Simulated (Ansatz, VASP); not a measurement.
## In3O2: VASP beside Ansatz

```xyz
5
Lattice="3.6910 0.0000 0.0000 -1.8455 3.1965 0.0000 0.0000 0.0000 7.9140" Properties=species:S:1:pos:R:3 pbc="T T T"
In    0.0000    0.0000    0.0000
In    0.0000    2.1310    5.4082
In    1.8455    1.0655    2.5058
O     0.0000    2.1310    3.0748
O     1.8455    1.0655    4.8391
```

Alike in both runs: functional PBE; k mesh 12 × 12 × 6; occupations gaussian, width 0.1 eV; no spin polarisation.

Ansatz relaxed the structure, and its values are those at the end. VASP's run is a single point on that final structure, the one shown.

|  | VASP | Ansatz |
| --- | --- | --- |
| version | VASP 6.6.1 | Ansatz 0.2.0 |
| potentials or method | VASP PAW PBE potentials, release 64 (In_d, O), cutoff 520 eV | scalar-relativistic, plane waves, PAW |
| valence electrons in the cell | 51 | 51 |

Ansatz gave:

* gap on the k mesh at the Fermi level (eV): none
* pressure (GPa): 0.0
* rms of the force components (eV/Å): 0.002

Task: Which values does VASP return?

Result: gap on the k mesh at the Fermi level (eV): none; pressure (GPa): 0.2; rms of the force components (eV/Å): 0.012.

A gap of «none» marks a metal or a gap that the smearing closes. The functional is the same, so the differences come from potentials, cutoffs and numerics.
